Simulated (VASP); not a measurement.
# Ca (P6/mmm) in VASP: a series of runs

Ca is run at these levels: BLYP; tasks: single point.

All numbers are computed with VASP 6.6.1; they aren't measurements. Logs are shortened: lines on timing, memory, paths and dates and some standing lists are left out, and cuts for length are marked.

## (1) The cell of the first run

It takes space group P6/mmm (No. 191, hexagonal). The conventional cell has a = 6.295 Å, b = 6.295 Å, c = 3.770 Å, α = 90.00°, β = 90.00°, γ = 120.00°. Within 5.0 Å of Ca (site symmetry 6/mmm) lie 14 Ca at 3.77 to 4.09 Å. Ca (site symmetry -6m2) has 11 Ca at 3.63 to 4.09 Å within 4.8 Å.

This isn't the form of Ca at room conditions, which is fcc.

## (2) Single point, BLYP

File INCAR:

```
SYSTEM = Ca
  PREC = Accurate
  ENCUT = 520
  EDIFF = 1E-7
  ISMEAR = -1
  SIGMA = 0.1
  LREAL = .FALSE.
  LASPH = .TRUE.
  NELM = 60
  ALGO = Normal
  ISIF = 2
  LWAVE = .FALSE.
  LCHARG = .TRUE.
  GGA = B5
  ALDAX = 1.0
  AGGAX = 1.0
  AGGAC = 1.0
  ALDAC = 0.0
  LELF = .TRUE.
  LVHAR = .TRUE.
  NBANDS = 22
```

File KPOINTS:

```
Automatic mesh
0
G
  6 6 8
  0 0 0
```

File POSCAR:

```
Ca
1.0
    6.2951492531      0.0000000000      0.0000000000
   -3.1475746265      5.4517591738      0.0000000000
    0.0000000000      0.0000000000      3.7699766142
Ca
3
Direct
    0.0000000000      1.0000000000      1.0000000000
    0.3333333333      0.6666666667      0.5000000000
    0.6666666667      0.3333333333      0.5000000000
```

Potentials or basis: VASP PAW PBE potentials, release 64 (Ca_sv).

The run is started by

```bash
cat potpaw_PBE.64/Ca_sv/POTCAR > POTCAR
mpirun -np 1 vasp_std > vasp.out
```

OUTCAR:

```text
SYSTEM = Ca
   PREC = Accurate
   ENCUT = 520
   EDIFF = 1E-7
   ISMEAR = -1
   LREAL = .FALSE.
   LASPH = .TRUE.
   NELM = 60
   ISIF = 2
   GGA = B5

 ion  position               nearest neighbor table
   1  0.000  0.000  0.000-
   2  0.333  0.667  0.500-
   3  0.667  0.333  0.500-

  LATTYP: Found a hexagonal cell.
 ALAT       =     6.2951492531
 C/A-ratio  =     0.5988700923

  Lattice vectors:

 A1 = (   6.2951492531,   0.0000000000,   0.0000000000)
 A2 = (  -3.1475746265,   5.4517591738,   0.0000000000)
 A3 = (   0.0000000000,   0.0000000000,   3.7699766142)

Analysis of symmetry for initial positions (statically):
=====================================================================
 Subroutine PRICEL returns:
 Original cell was already a primitive cell.

 Routine SETGRP: Setting up the symmetry group for a
 hexagonal supercell.

 Subroutine GETGRP returns: Found 24 space group operations
 (whereof 24 operations were pure point group operations)
 out of a pool of 24 trial point group operations.

The static configuration has the point symmetry D_6h.

Analysis of symmetry for dynamics (positions and initial velocities):
=====================================================================
 Subroutine PRICEL returns:
 Original cell was already a primitive cell.

 Routine SETGRP: Setting up the symmetry group for a
 hexagonal supercell.

 Subroutine GETGRP returns: Found 24 space group operations
 (whereof 24 operations were pure point group operations)
 out of a pool of 24 trial point group operations.

The dynamic configuration has the point symmetry D_6h.

 Subroutine INISYM returns: Found 24 space group operations
 (whereof 24 operations are pure point group operations),
 and found     1 'primitive' translations

----------------------------------------------------------------------------------------

                                     Primitive cell

  volume of cell :     129.3842

  direct lattice vectors                    reciprocal lattice vectors
     6.295149253  0.000000000  0.000000000     0.158852469  0.091713516  0.000000000
    -3.147574626  5.451759174  0.000000000     0.000000000  0.183427031  0.000000000
     0.000000000  0.000000000  3.769976614     0.000000000  0.000000000  0.265253635

  length of vectors
     6.295149253  6.295149253  3.769976614     0.183427031  0.183427031  0.265253635

  position of ions in fractional coordinates (direct lattice)
     0.000000000  0.000000000  0.000000000
     0.333333333  0.666666667  0.500000000
     0.666666667  0.333333333  0.500000000

  ion indices of the primitive-cell ions
   primitive index   ion index
                 1           1
                 2           2
                 3           3

----------------------------------------------------------------------------------------

 KPOINTS: Automatic mesh

Automatic generation of k-mesh.
 Grid dimensions read from file:
 generate k-points for:    6    6    8

 Generating k-lattice:

  Cartesian coordinates                     Fractional coordinates (reciprocal lattice)
     0.026475411  0.015285586  0.000000000     0.166666667  0.000000000  0.000000000
     0.000000000  0.030571172  0.000000000     0.000000000  0.166666667  0.000000000
     0.000000000  0.000000000  0.033156704     0.000000000  0.000000000  0.125000000

  Length of vectors
     0.030571172  0.030571172  0.033156704

  Shift w.r.t. Gamma in fractional coordinates (k-lattice)
     0.000000000  0.000000000  0.000000000

 Subroutine IBZKPT returns following result:
 ===========================================

 Found     35 irreducible k-points:

 Following reciprocal coordinates:
            Coordinates               Weight
  0.000000  0.000000  0.000000      1.000000
  0.166667  0.000000  0.000000      6.000000
  0.333333  0.000000  0.000000      6.000000
  0.500000  0.000000  0.000000      3.000000
  0.166667  0.166667  0.000000      6.000000
  0.333333  0.166667  0.000000     12.000000
[... 16 lines left out ...]
  0.166667  0.000000  0.375000     12.000000
  0.333333  0.000000  0.375000     12.000000
 [... further k-points ...]
   k-points           NKPTS =     35   k-points in BZ     NKDIM =     35   number of bands    NBANDS=     22
   number of dos      NEDOS =    301   number of ions     NIONS =      3
   total plane-waves  NPLWV =  64512
   dimension x,y,z NGX =    48 NGY =   48 NGZ =   28
   dimension x,y,z NGXF=    96 NGYF=   96 NGZF=   56
   ions per type =               3
   NGX,Y,Z   is equivalent  to a cutoff of  12.68, 12.68, 12.35 a.u.
   NGXF,Y,Z  is equivalent  to a cutoff of  25.35, 25.35, 24.69 a.u.
 SYSTEM =  Ca
   PREC   = accura    normal or accurate (medium, high low for compatibility)
   ISTART =      0    job   : 0-new  1-cont  2-samecut
   ICHARG =      2    charge: 1-file 2-atom 10-const
   ISPIN  =      1    spin polarized calculation?
   LNONCOLLINEAR =      F non collinear calculations
   LSORBIT =      F    spin-orbit coupling
   LASPH  =      T    aspherical Exc in radial PAW
   ENCUT  =  520.0 eV  38.22 Ry    6.18 a.u.  11.70 11.70  7.01*2*pi/ulx,y,z
   NELM   =     60;   NELMIN=  2; NELMDL= -5     # of ELM steps
   EDIFF  = 0.1E-06   stopping-criterion for ELM
   LREAL  =      F    real-space projection
   EDIFFG = 0.1E-05   stopping-criterion for IOM
   NSW    =      0    number of steps for IOM
   IBRION =     -1    ionic relax: 0-MD 1-quasi-New 2-CG
   NFREE  =      0    steps in history (QN), initial steepest desc. (CG)
   ISIF   =      2    stress and relaxation
   ISYM   =      2    0-nonsym 1-usesym 2-fastsym
   POTIM  = 0.5000    time-step for ionic-motion
   TEBEG  =    0.0;   TEEND  =   0.0 temperature during run
   PSTRESS=    0.0 pullay stress
   NELECT =      30.0000    total number of electrons
   NUPDOWN=      -1.0000    fix difference up-down
   EMIN   =  10.00;   EMAX   =-10.00  energy-range for DOS
   EFERMI =   0.00;   METHOD = LEGACY
   ISMEAR =    -1;   SIGMA  =   0.10  broadening in eV -4-tet -1-fermi 0-gaus
   EFERMI_NEDOS =   21; number of points for ismear=-14 and -15
   IALGO  =     38    algorithm
   IMIX   =      4    mixing-type and parameters
     AMIX     =   0.40;   BMIX     =  1.00
     AMIX_MAG =   1.60;   BMIX_MAG =  1.00
  volume/ion in A,a.u.               =      43.13       291.04
  Fermi-wavevector in a.u.,A,eV,Ry     =   1.005746  1.900584 13.762622  1.011524
  Thomas-Fermi vector in A             =   2.138444
   LORBIT       =      0    0 simple, 1 ext, 2 COOP (PROOUT), +10 PAW based schemes
   GGA     = B5    functional components
   LHFCALC =     F    Hartree Fock is set to
   AEXX    =    0.0000 exact exchange contribution
   IVDW    =     0    specifies the selected vdW correction
   LEPSILON=     F    determine dielectric tensor
   LRPA    =     F    only Hartree local field effects (RPA)
 non-spin polarized calculation
  energy-cutoff  :      520.00
  volume of cell :      129.38
 maximum number of plane-waves:      3510
 NGX is ok and might be reduce to    48
   NGX = 23   NGY = 23   NGZ = 15

 number of electron      29.9999992 magnetization

 Free energy of the ion-electron system (eV)
  ---------------------------------------------------
  ext. energy  EPLUGINS =         0.00000000
  ---------------------------------------------------
  free energy    TOTEN  =        -3.65054595 eV

  energy without entropy =       -3.48844800  energy(sigma->0) =       -3.56949698

 E-fermi :   2.3333     XC(G=0):  -7.2353

 val. band max:        2.2788292352   @ k =   0.3333   0.1667   0.5000
 cond. band min:       2.3437652194   @ k =   0.3333   0.0000   0.5000
 fundamental gap:      0.0649359842
 Fermi energy:         2.3332798766

 k-point     1 :       0.0000    0.0000    0.0000
  band No.  band energies     occupation
      1     -39.7759      2.00000
      2     -39.7574      2.00000
      3     -39.7225      2.00000
      4     -20.9323      2.00000
      5     -20.9323      2.00000
      6     -20.8578      2.00000
[... 14 lines left out ...]
     21       4.6663      0.00000
     22       4.6663      0.00000

 k-point     2 :       0.1667    0.0000    0.0000
  band No.  band energies     occupation
      1     -39.7747      2.00000
      2     -39.7585      2.00000
      3     -39.7226      2.00000
      4     -20.9378      2.00000
      5     -20.9304      2.00000
      6     -20.8505      2.00000
[... 14 lines left out ...]
     21       4.5017      0.00000
     22       4.7810      0.00000

 k-point     3 :       0.3333    0.0000    0.0000
  band No.  band energies     occupation
      1     -39.7718      2.00000
      2     -39.7612      2.00000
      3     -39.7228      2.00000
      4     -20.9468      2.00000
      5     -20.9197      2.00000
      6     -20.8491      2.00000
[... 14 lines left out ...]
     21       4.0947      0.00000
     22       4.7057      0.00000

 k-point     4 :       0.5000    0.0000    0.0000
  band No.  band energies     occupation
      1     -39.7694      2.00000
      2     -39.7635      2.00000
      3     -39.7229      2.00000
      4     -20.9507      2.00000
      5     -20.9071      2.00000
      6     -20.8637      2.00000
[... 14 lines left out ...]
     21       3.9688      0.00000
     22       4.6471      0.00000

 k-point     5 :       0.1667    0.1667    0.0000
  band No.  band energies     occupation
      1     -39.7726      2.00000
      2     -39.7604      2.00000
      3     -39.7228      2.00000
      4     -20.9428      2.00000
      5     -20.9256      2.00000
      6     -20.8477      2.00000
[... 417 lines left out ...]
 k-point    22 :       0.0000    0.0000    0.3750
  band No.  band energies     occupation
      1     -39.7691      2.00000
      2     -39.7513      2.00000
      3     -39.7166      2.00000
      4     -20.9222      2.00000
      5     -20.9222      2.00000
      6     -20.9197      2.00000
[... 14 lines left out ...]
     21       4.2758      0.00000
     22       4.2758      0.00000

 k-point    23 :       0.1667    0.0000    0.3750
  band No.  band energies     occupation
      1     -39.7680      2.00000
      2     -39.7523      2.00000
      3     -39.7166      2.00000
      4     -20.9247      2.00000
      5     -20.9203      2.00000
      6     -20.9176      2.00000
[... 14 lines left out ...]
     21       4.2389      0.00000
     22       4.2717      0.00000

 k-point    24 :       0.3333    0.0000    0.3750
  band No.  band energies     occupation
      1     -39.7653      2.00000
      2     -39.7550      2.00000
      3     -39.7167      2.00000
      4     -20.9294      2.00000
      5     -20.9192      2.00000
      6     -20.9130      2.00000
[... 14 lines left out ...]
     21       4.1727      0.00000
     22       4.2325      0.00000

 [... further k-points ...]

------------------------ aborting loop because EDIFF is reached ----------------------------------------

  FORCE on cell =-STRESS in cart. coord.  units (eV):
  Direction    XX          YY          ZZ          XY          YZ          ZX
  --------------------------------------------------------------------------------------
  -------------------------------------------------------------------------------------
  Total        0.0083029      0.0083029      0.0218981      0.0000000     -0.0000000      0.0000000
  in kB        0.1028161      0.1028161      0.2711657      0.0000000     -0.0000000      0.0000000
  external PRESSURE =       0.1589327 kB  Pullay stress =       0.0000000 kB

 VOLUME and BASIS-vectors are now :
 -----------------------------------------------------------------------------
  energy-cutoff  :      520.00
  volume of cell :      129.38
      direct lattice vectors                 reciprocal lattice vectors
     6.295149253  0.000000000  0.000000000     0.158852469  0.091713516  0.000000000
    -3.147574626  5.451759174  0.000000000     0.000000000  0.183427031  0.000000000
     0.000000000  0.000000000  3.769976614     0.000000000  0.000000000  0.265253635

 POSITION                                       TOTAL-FORCE (eV/Angst)
 -----------------------------------------------------------------------------------
      0.00000      0.00000      0.00000        -0.000000      0.000000      0.000000
     -0.00000      3.63451      1.88499        -0.000000      0.000000      0.000000
      3.14757      1.81725      1.88499         0.000000     -0.000000      0.000000
 -----------------------------------------------------------------------------------
    total drift:                               -0.000000      0.000000     -0.000000

  FREE ENERGIE OF THE ION-ELECTRON SYSTEM (eV)
  ---------------------------------------------------
  free  energy   TOTEN  =        -3.6505459486 eV

  energy  without entropy=       -3.4884480048  energy(sigma->0) =       -3.56949698
```

Run time: 2 min. Hardware: 1 thread of Oxide Virtual Turin-like, shared host; peak memory 0.23 GiB.

Results:

* Free energy: -3.6505 eV
* Pressure: 0.0 GPa
* Band gap on the k mesh: zero (bands 15 and 16 overlap by 0.26 eV)

Levels at points of the mesh, in eV from the Fermi level:
```tsv
k point	band 13	band 14	band 15	band 16	band 17	band 18
(0.00, 0.00, 0.00)	-3.96	0.05	0.16	0.16	0.17	0.17
(0.50, 0.00, 0.00)	-2.59	-2.57	-0.93	0.03	1.08	1.21
(0.00, 0.00, 0.50)	-1.49	-1.10	0.19	0.19	0.32	0.32
(0.50, 0.00, 0.50)	-0.74	-0.71	-0.10	-0.06	0.16	0.58
```

Caveat: the PAW data sets were made with another functional, which shifts forces and pressure a little.

## (3) Single point, BLYP (37.95 Å³/atom)

This run uses another cell than the first one, of 37.95 Å³/atom.

File INCAR:

```
SYSTEM = Ca
PREC = Accurate ; ENCUT = 520
EDIFF = 1E-6 ; ISMEAR = -1
SIGMA = 0.1 ; LREAL = .FALSE.
LASPH = .TRUE. ; NELM = 60
ALGO = Normal ; ISIF = 2
LWAVE = .FALSE. ; LCHARG = .FALSE.
GGA = B5 ; ALDAX = 1.0
AGGAX = 1.0 ; AGGAC = 1.0
ALDAC = 0.0 ; NBANDS = 22
```

File KPOINTS:

```
regular mesh
0
G
  7 7 10
  0 0 0
```

File POSCAR:

```
Ca
1.0
    6.0325406269      0.0000000000      0.0000000000
   -3.0162703134      5.2243334323      0.0000000000
    0.0000000000      0.0000000000      3.6127081620
Ca
3
Direct
    0.0000000000      1.0000000000      1.0000000000
    0.3333333333      0.6666666667      0.5000000000
    0.6666666667      0.3333333333      0.5000000000
```

Potentials or basis: VASP PAW PBE potentials, release 64 (Ca_sv).

The run is started by

```bash
cat potpaw_PBE.64/Ca_sv/POTCAR > POTCAR
mpirun -np 1 vasp_std > vasp.out
```

It took 2.3 min on 1 thread of Oxide Virtual Turin-like, shared host; peak memory 0.25 GiB.

The run converged. Its results:

| Item | Value |
| --- | --- |
| Free energy | -3.5398 eV |
| Pressure | 2.4 GPa |
| Band gap on the k mesh | zero (bands 15 and 16 overlap by 0.23 eV) |

Stress tensor (GPa, compression positive):
```
2.53 0.00 0.00
0.00 2.53 0.00
0.00 0.00 2.27
```

Levels at points of the mesh, in eV from the Fermi level:
```csv
k point,band 12,band 13,band 14,band 15,band 16,band 17,band 18,band 19
"(0.00, 0.00, 0.00)",-22.82,-4.17,0.01,0.18,0.18,0.21,0.21,0.83
"(0.00, 0.00, 0.50)",-22.85,-1.46,-1.09,0.07,0.07,0.24,0.24,1.87
```

Caveat: the PAW data sets were made with another functional, which shifts forces and pressure a little.

[end of part 1 of 2]

The gap in the log of VASP goes by the Fermi energy; the results here count the filled bands.